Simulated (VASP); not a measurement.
# Zn2C (Fm-3m) in VASP: settings compared

The runs below take Zn2C through single point, with r2SCAN+D3(BJ), r2SCAN, HSE06, PBE-based global hybrid.

All numbers are computed with VASP 6.6.1; they aren't measurements. Logs are shortened: lines on timing, memory, paths and dates and some standing lists are left out, and cuts for length are marked.

### 1 The cell of the first run

The structure is cubic, space group Fm-3m (No. 225). Conventional cell: a = 5.156 Å, b = 5.156 Å, c = 5.156 Å, α = 90.00°, β = 90.00°, γ = 90.00°. Within 3.0 Å of C (site symmetry m-3m) lie 8 Zn at 2.23 Å. Within 3.0 Å of Zn (site symmetry -43m) lie 4 C at 2.23 Å and 6 Zn at 2.58 Å.

### 2 Single point, r2SCAN+D3(BJ)

Input file POSCAR:

```
Zn2C
1.0
    0.0000000000      2.5779490376      2.5779490376
    2.5779490376      0.0000000000      2.5779490376
    2.5779490376      2.5779490376      0.0000000000
C Zn
1 2
Direct
    0.0000000000      0.0000000000      0.0000000000
    0.2500000000      0.2500000000      0.2500000000
    0.7500000000      0.7500000000      0.7500000000
```

Input file INCAR.step1:

```
  ALGO = Normal
  EDIFF = 1E-4
  ENCUT = 520
  GGA = PE
  ISMEAR = -1
  LASPH = True
  LCHARG = False
  LREAL = False
  LWAVE = True
  NBANDS = 21
  NELM = 60
  PREC = Accurate
  SIGMA = 0.02
```

Input file INCAR.step2:

```
  ALGO = Normal
  EDIFF = 1E-6
  ENCUT = 520
  ISIF = 2
  ISMEAR = -1
  ISTART = 1
  IVDW = 12
  LASPH = True
  LCHARG = True
  LELF = True
  LMIXTAU = True
  LREAL = False
  LVHAR = True
  LWAVE = False
  METAGGA = R2SCAN
  NBANDS = 21
  NELM = 60
  PREC = Accurate
  SIGMA = 0.02
  VDW_A1 = 0.49484001
  VDW_A2 = 5.73083694
  VDW_S6 = 1.0
  VDW_S8 = 0.78981345
```

Input file KPOINTS:

```
k-points
0
Gamma
  6 6 6
```

Potentials or basis: VASP PAW PBE potentials, release 64 (C, Zn).

On the command line:

```
$ cat potpaw_PBE.64/C/POTCAR potpaw_PBE.64/Zn/POTCAR > POTCAR
$ cp INCAR.step1 INCAR
$ mpirun -np 1 vasp_std > vasp.out
$ cp INCAR.step2 INCAR
$ mpirun -np 1 vasp_std > vasp.out
```

OUTCAR:

```text
EDIFF = 1E-6
   ENCUT = 520
   ISIF = 2
   ISMEAR = -1
   ISTART = 1
   IVDW = 12
   LASPH = True
   LREAL = False
   METAGGA = R2SCAN
   NELM = 60
   PREC = Accurate
 IVDW          = 12

 ion  position               nearest neighbor table
   1  0.000  0.000  0.000-   3 2.23   3 2.23   3 2.23   2 2.23   3 2.23   2 2.23   2 2.23   2 2.23

   2  0.250  0.250  0.250-   1 2.23   1 2.23   1 2.23   1 2.23   3 2.58   3 2.58   3 2.58   3 2.58
                             3 2.58   3 2.58
   3  0.750  0.750  0.750-   1 2.23   1 2.23   1 2.23   1 2.23   2 2.58   2 2.58   2 2.58   2 2.58
                             2 2.58   2 2.58

  LATTYP: Found a face centered cubic cell.
 ALAT       =     5.1558980752

  Lattice vectors:

 A1 = (   0.0000000000,   2.5779490376,   2.5779490376)
 A2 = (   2.5779490376,   0.0000000000,   2.5779490376)
 A3 = (   2.5779490376,   2.5779490376,   0.0000000000)

Analysis of symmetry for initial positions (statically):
=====================================================================
 Subroutine PRICEL returns:
 Original cell was already a primitive cell.

 Routine SETGRP: Setting up the symmetry group for a
 face centered cubic supercell.

 Subroutine GETGRP returns: Found 48 space group operations
 (whereof 48 operations were pure point group operations)
 out of a pool of 48 trial point group operations.

The static configuration has the point symmetry O_h .

Analysis of symmetry for dynamics (positions and initial velocities):
=====================================================================
 Subroutine PRICEL returns:
 Original cell was already a primitive cell.

 Routine SETGRP: Setting up the symmetry group for a
 face centered cubic supercell.

 Subroutine GETGRP returns: Found 48 space group operations
 (whereof 48 operations were pure point group operations)
 out of a pool of 48 trial point group operations.

The dynamic configuration has the point symmetry O_h .

 Subroutine INISYM returns: Found 48 space group operations
 (whereof 48 operations are pure point group operations),
 and found     1 'primitive' translations

----------------------------------------------------------------------------------------

                                     Primitive cell

  volume of cell :      34.2652

  direct lattice vectors                    reciprocal lattice vectors
     0.000000000  2.577949038  2.577949038    -0.193952632  0.193952632  0.193952632
     2.577949038  0.000000000  2.577949038     0.193952632 -0.193952632  0.193952632
     2.577949038  2.577949038  0.000000000     0.193952632  0.193952632 -0.193952632

  length of vectors
     3.645770492  3.645770492  3.645770492     0.335935812  0.335935812  0.335935812

  position of ions in fractional coordinates (direct lattice)
     0.000000000  0.000000000  0.000000000
     0.250000000  0.250000000  0.250000000
     0.750000000  0.750000000  0.750000000

  ion indices of the primitive-cell ions
   primitive index   ion index
                 1           1
                 2           2
                 3           3

----------------------------------------------------------------------------------------

 KPOINTS: k-points

Automatic generation of k-mesh.
 Grid dimensions read from file:
 generate k-points for:    6    6    6

 Generating k-lattice:

  Cartesian coordinates                     Fractional coordinates (reciprocal lattice)
    -0.032325439  0.032325439  0.032325439     0.166666667  0.000000000  0.000000000
     0.032325439 -0.032325439  0.032325439     0.000000000  0.166666667  0.000000000
     0.032325439  0.032325439 -0.032325439     0.000000000  0.000000000  0.166666667

  Length of vectors
     0.055989302  0.055989302  0.055989302

  Shift w.r.t. Gamma in fractional coordinates (k-lattice)
     0.000000000  0.000000000  0.000000000

 Subroutine IBZKPT returns following result:
 ===========================================

 Found     16 irreducible k-points:

 Following reciprocal coordinates:
            Coordinates               Weight
  0.000000  0.000000  0.000000      1.000000
  0.166667  0.000000  0.000000      8.000000
  0.333333  0.000000  0.000000      8.000000
  0.500000  0.000000  0.000000      4.000000
  0.166667  0.166667  0.000000      6.000000
  0.333333  0.166667  0.000000     24.000000
[... 8 lines left out ...]
 -0.333333  0.333333  0.166667     24.000000
 -0.333333  0.500000  0.166667     12.000000
   k-points           NKPTS =     16   k-points in BZ     NKDIM =     16   number of bands    NBANDS=     21
   number of dos      NEDOS =    301   number of ions     NIONS =      3
   total plane-waves  NPLWV =  21952
   dimension x,y,z NGX =    28 NGY =   28 NGZ =   28
   dimension x,y,z NGXF=    56 NGYF=   56 NGZF=   56
   ions per type =               1   2
   NGX,Y,Z   is equivalent  to a cutoff of  12.77, 12.77, 12.77 a.u.
   NGXF,Y,Z  is equivalent  to a cutoff of  25.54, 25.54, 25.54 a.u.
 SYSTEM =  unknown system
   PREC   = accura    normal or accurate (medium, high low for compatibility)
   ISTART =      1    job   : 0-new  1-cont  2-samecut
   ICHARG =      0    charge: 1-file 2-atom 10-const
   ISPIN  =      1    spin polarized calculation?
   LNONCOLLINEAR =      F non collinear calculations
   LSORBIT =      F    spin-orbit coupling
   LASPH  =      T    aspherical Exc in radial PAW
   ENCUT  =  520.0 eV  38.22 Ry    6.18 a.u.   6.78  6.78  6.78*2*pi/ulx,y,z
   NELM   =     60;   NELMIN=  2; NELMDL=  0     # of ELM steps
   EDIFF  = 0.1E-05   stopping-criterion for ELM
   LREAL  =      F    real-space projection
   EDIFFG = 0.1E-04   stopping-criterion for IOM
   NSW    =      0    number of steps for IOM
   IBRION =     -1    ionic relax: 0-MD 1-quasi-New 2-CG
   NFREE  =      0    steps in history (QN), initial steepest desc. (CG)
   ISIF   =      2    stress and relaxation
   ISYM   =      2    0-nonsym 1-usesym 2-fastsym
   POTIM  = 0.5000    time-step for ionic-motion
   TEBEG  =    0.0;   TEEND  =   0.0 temperature during run
   PSTRESS=    0.0 pullay stress
   NELECT =      28.0000    total number of electrons
   NUPDOWN=      -1.0000    fix difference up-down
   EMIN   =  10.00;   EMAX   =-10.00  energy-range for DOS
   EFERMI =   0.00;   METHOD = LEGACY
   ISMEAR =    -1;   SIGMA  =   0.02  broadening in eV -4-tet -1-fermi 0-gaus
   EFERMI_NEDOS =   21; number of points for ismear=-14 and -15
   IALGO  =     38    algorithm
   IMIX   =      4    mixing-type and parameters
     AMIX     =   0.40;   BMIX     =  1.00
     AMIX_MAG =   1.60;   BMIX_MAG =  1.00
  volume/ion in A,a.u.               =      11.42        77.08
  Fermi-wavevector in a.u.,A,eV,Ry     =   1.530535  2.892291 31.872144  2.342536
  Thomas-Fermi vector in A             =   2.638004
   LORBIT       =      0    0 simple, 1 ext, 2 COOP (PROOUT), +10 PAW based schemes
   METAGGA = R2SCAN    functional components
   LHFCALC =     F    Hartree Fock is set to
   AEXX    =    0.0000 exact exchange contribution
   IVDW    =    12    specifies the selected vdW correction
   LEPSILON=     F    determine dielectric tensor
   LRPA    =     F    only Hartree local field effects (RPA)
 non-spin polarized calculation
  energy-cutoff  :      520.00
  volume of cell :       34.27
 maximum number of plane-waves:       941
   NGX = 13   NGY = 13   NGZ = 13

 number of electron      27.9999984 magnetization

 Free energy of the ion-electron system (eV)
  ---------------------------------------------------
  ext. energy  EPLUGINS =         0.00000000
  ---------------------------------------------------
  free energy    TOTEN  =       -25.81173098 eV

  energy without entropy =      -25.81161617  energy(sigma->0) =      -25.81167358

 E-fermi :   4.6646     XC(G=0): -13.0225

 val. band max:        4.5914559434   @ k =   0.0000   0.0000   0.0000
 cond. band min:       4.7147052201   @ k =   0.0000   0.0000   0.0000
 fundamental gap:      0.1232492767
 Fermi energy:         4.6645935668

 k-point     1 :       0.0000    0.0000    0.0000
  band No.  band energies     occupation
      1     -10.1768      2.00000
      2      -4.4645      2.00000
      3      -4.4645      2.00000
      4      -4.4645      2.00000
      5      -4.2229      2.00000
      6      -4.2229      2.00000
[... 13 lines left out ...]
     20      16.2765      0.00000
     21      16.2765      0.00000

 k-point     2 :       0.1667    0.0000    0.0000
  band No.  band energies     occupation
      1      -9.8170      2.00000
      2      -4.4740      2.00000
      3      -4.3741      2.00000
      4      -4.3741      2.00000
      5      -4.1161      2.00000
      6      -4.1161      2.00000
[... 13 lines left out ...]
     20      14.8924      0.00000
     21      14.9522      0.00000

 k-point     3 :       0.3333    0.0000    0.0000
  band No.  band energies     occupation
      1      -8.9240      2.00000
      2      -4.3858      2.00000
      3      -4.1413      2.00000
      4      -4.1412      2.00000
      5      -3.8262      2.00000
      6      -3.8262      2.00000
[... 13 lines left out ...]
     20      15.4027      0.00000
     21      15.4028      0.00000
[... 265 lines left out ...]
 k-point    15 :      -0.3333    0.3333    0.1667
  band No.  band energies     occupation
      1      -7.9089      2.00000
      2      -4.1786      2.00000
      3      -4.1439      2.00000
      4      -3.8839      2.00000
      5      -3.6104      2.00000
      6      -3.5947      2.00000
[... 13 lines left out ...]
     20      15.8279      0.00000
     21      20.0538      0.00000

 k-point    16 :      -0.3333    0.5000    0.1667
  band No.  band energies     occupation
      1      -7.7486      2.00000
      2      -4.5347      2.00000
      3      -4.0196      2.00000
      4      -3.8708      2.00000
      5      -3.8416      2.00000
      6      -3.4572      2.00000
[... 13 lines left out ...]
     20      17.2297      0.00000
     21      21.0778      0.00000

------------------------ aborting loop because EDIFF is reached ----------------------------------------

 Edisp (eV)   -0.49183

 E8    (eV) :    -0.1510

  FORCE on cell =-STRESS in cart. coord.  units (eV):
  Direction    XX          YY          ZZ          XY          YZ          ZX
  --------------------------------------------------------------------------------------
  -------------------------------------------------------------------------------------
  Total      -0.38973    -0.38973    -0.38973     0.00000     0.00000     0.00000
  in kB     -18.22295   -18.22295   -18.22295     0.00000     0.00000     0.00000
  external pressure =      -18.22 kB  Pullay stress =        0.00 kB

 VOLUME and BASIS-vectors are now :
 -----------------------------------------------------------------------------
  energy-cutoff  :      520.00
  volume of cell :       34.27
      direct lattice vectors                 reciprocal lattice vectors
     0.000000000  2.577949038  2.577949038    -0.193952632  0.193952632  0.193952632
     2.577949038  0.000000000  2.577949038     0.193952632 -0.193952632  0.193952632
     2.577949038  2.577949038  0.000000000     0.193952632  0.193952632 -0.193952632

 POSITION                                       TOTAL-FORCE (eV/Angst)
 -----------------------------------------------------------------------------------
      0.00000      0.00000      0.00000         0.000000     -0.000000      0.000000
      1.28897      1.28897      1.28897         0.000000     -0.000000      0.000000
      3.86692      3.86692      3.86692        -0.000000      0.000000     -0.000000
 -----------------------------------------------------------------------------------
    total drift:                                0.000000      0.000000      0.000000

  FREE ENERGIE OF THE ION-ELECTRON SYSTEM (eV)
  ---------------------------------------------------
  free  energy   TOTEN  =       -26.3035593307 eV

  energy  without entropy=      -26.3034445176  energy(sigma->0) =      -26.30350192
```

It took 51 s on 1 thread of AMD EPYC 9R14 (Zen 4), shared host; peak memory 0.14 GiB.

Results:

* Free energy: -26.3036 eV
* Pressure: -1.8 GPa
* Band gap on the k mesh: 0.12 eV, direct
* Dispersion energy per atom: -0.164 eV

Levels at points of the mesh, in eV from the valence-band top:
```tsv
k point	band 10	band 11	band 12	band 13	band 14	band 15	band 16	band 17	band 18	band 19
(0.00, 0.00, 0.00)	-7.11	-7.11	0.00	0.00	0.00	0.12	4.54	4.54	4.54	10.23
(0.50, 0.00, 0.00)	-7.89	-7.51	-7.31	-1.20	-1.20	1.13	5.48	5.48	6.43	9.66
(0.50, 0.50, 0.00)	-7.43	-7.13	-5.50	-3.90	-3.90	1.12	1.89	8.17	9.77	9.77
```

Caveat: the PAW data sets were made with another functional, which shifts forces and pressure a little.

### 3 Single point, r2SCAN

POSCAR is that of step 2.

Input file INCAR.step1:

```
SYSTEM = Zn2C
ALGO = Normal
EDIFF = 1E-4
ENCUT = 520
GGA = PE
ISMEAR = -1
LASPH = .TRUE.
LCHARG = .FALSE.
LREAL = .FALSE.
LWAVE = .TRUE.
NBANDS = 21
NELM = 100
PREC = Accurate
SIGMA = 0.02
```

Input file INCAR.step2:

```
SYSTEM = Zn2C
ALGO = Normal
EDIFF = 1E-7
ENCUT = 520
ISIF = 2
ISMEAR = -1
ISTART = 1
LASPH = .TRUE.
LCHARG = .FALSE.
LMIXTAU = .TRUE.
LREAL = .FALSE.
LWAVE = .FALSE.
METAGGA = R2SCAN
NBANDS = 21
NELM = 100
PREC = Accurate
SIGMA = 0.02
```

Input file KPOINTS:

```
k-points
0
G
  6 6 6
  0 0 0
```

Potentials or basis: VASP PAW PBE potentials, release 64 (C, Zn).

On the command line:

```
$ cat potpaw_PBE.64/C/POTCAR potpaw_PBE.64/Zn/POTCAR > POTCAR
$ cp INCAR.step1 INCAR
$ mpirun -np 1 vasp_std > vasp.out
$ cp INCAR.step2 INCAR
$ mpirun -np 1 vasp_std > vasp.out
```

It took 62 s on 1 thread of AMD EPYC 9R14 (Zen 4), shared host; peak memory 0.13 GiB.

It converged, with:

- Free energy: -25.8117 eV
- Pressure: 0.5 GPa
- Band gap on the k mesh: 0.12 eV, direct

Levels at points of the mesh, in eV from the valence-band top:
```tsv
k point	band 10	band 11	band 12	band 13	band 14	band 15	band 16	band 17	band 18	band 19
(0.00, 0.00, 0.00)	-7.11	-7.11	0.00	0.00	0.00	0.12	4.54	4.54	4.54	10.23
(0.50, 0.00, 0.00)	-7.89	-7.51	-7.31	-1.20	-1.20	1.13	5.48	5.48	6.43	9.66
(0.50, 0.50, 0.00)	-7.43	-7.13	-5.50	-3.90	-3.90	1.12	1.89	8.17	9.77	9.77
```

Caveat: the PAW data sets were made with another functional, which shifts forces and pressure a little.

### 4 Single point, HSE06

POSCAR is that of step 3.

Input file INCAR.step1:

```
SYSTEM = Zn2C
PREC = Accurate ; ENCUT = 520
EDIFF = 1E-5 ; ISMEAR = -1
SIGMA = 0.02 ; LREAL = .FALSE.
LASPH = .TRUE. ; NELM = 80
ALGO = Normal ; ISIF = 2
LWAVE = .TRUE. ; LCHARG = .FALSE.
NBANDS = 21 ; GGA = PE
```

Input file INCAR.step2:

```
SYSTEM = Zn2C
PREC = Accurate ; ENCUT = 520
EDIFF = 1E-6 ; ISMEAR = -1
SIGMA = 0.02 ; LREAL = .FALSE.
LASPH = .TRUE. ; NELM = 80
ALGO = Normal ; ISIF = 2
LWAVE = .FALSE. ; LCHARG = .FALSE.
GGA = PE ; LHFCALC = .TRUE.
HFSCREEN = 0.2079 ; PRECFOCK = Normal
NBANDS = 21 ; ISTART = 1
```

Input file KPOINTS:

```
Automatic mesh
0
G
  4 4 4
  0 0 0
```

On the command line:

```
$ cat potpaw_PBE.64/C/POTCAR potpaw_PBE.64/Zn/POTCAR > POTCAR
$ cp INCAR.step1 INCAR
$ mpirun -np 1 vasp_std > vasp.out
$ cp INCAR.step2 INCAR
$ mpirun -np 1 vasp_std > vasp.out
```

It took 12 min on 1 thread of AMD EPYC 9R14 (Zen 4), shared host; peak memory 0.23 GiB.

It converged, with:

```
Free energy            : -10.8649 eV
Pressure               : 1.6 GPa
Band gap on the k mesh : 0.82 eV, direct
```

Levels at points of the mesh, in eV from the valence-band top:
| k point | band 10 | band 11 | band 12 | band 13 | band 14 | band 15 | band 16 | band 17 | band 18 | band 19 |
| --- | --- | --- | --- | --- | --- | --- | --- | --- | --- | --- |
| (0.00, 0.00, 0.00) | -8.67 | -8.67 | 0.00 | 0.00 | 0.00 | 0.82 | 5.13 | 5.13 | 5.13 | 11.31 |
| (0.50, 0.00, 0.00) | -9.49 | -8.75 | -8.36 | -1.30 | -1.30 | 1.86 | 6.04 | 6.04 | 7.08 | 10.57 |
| (0.50, 0.50, 0.00) | -9.03 | -8.70 | -6.27 | -4.10 | -4.10 | 1.49 | 2.54 | 9.17 | 10.62 | 10.62 |

Caveat: the k points lie up to 0.53 Å⁻¹ apart; the PAW data sets were made with another functional, which shifts forces and pressure a little.

(Part 1 of 2 ends here.)
